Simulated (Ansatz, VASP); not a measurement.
## GaP: VASP beside Ansatz

```xyz
2
Lattice="0.0000 2.7258 2.7258 2.7258 0.0000 2.7258 2.7258 2.7258 0.0000" Properties=species:S:1:pos:R:3 pbc="T T T"
Ga    0.0000    0.0000    0.0000
P     1.3629    1.3629    1.3629
```

Alike in both runs: task single point; functional BLYP; k mesh 4 × 4 × 4; occupations gaussian, width 0.1 eV; no spin polarisation.

```csv
,VASP,Ansatz
version,VASP 6.6.1,Ansatz 0.2.0
potentials or method,"VASP PAW PBE potentials, release 64 (Ga_d, P), cutoff 500 eV","scalar-relativistic, plane waves, PAW"
valence electrons in the cell,18,18
```

VASP gave:

```
gap on the k mesh at the Fermi level (eV) : 1.66
least direct gap on the mesh (eV)         : 1.71
pressure (GPa)                            : 6.7
```

Task: Estimate Ansatz's values.

Result: gap on the k mesh at the Fermi level (eV): 1.64; least direct gap on the mesh (eV): 1.69; pressure (GPa): 6.5.

VASP's potentials were made for PBE, not for BLYP.

The k mesh is coarse, so the values compare programs but aren't converged.
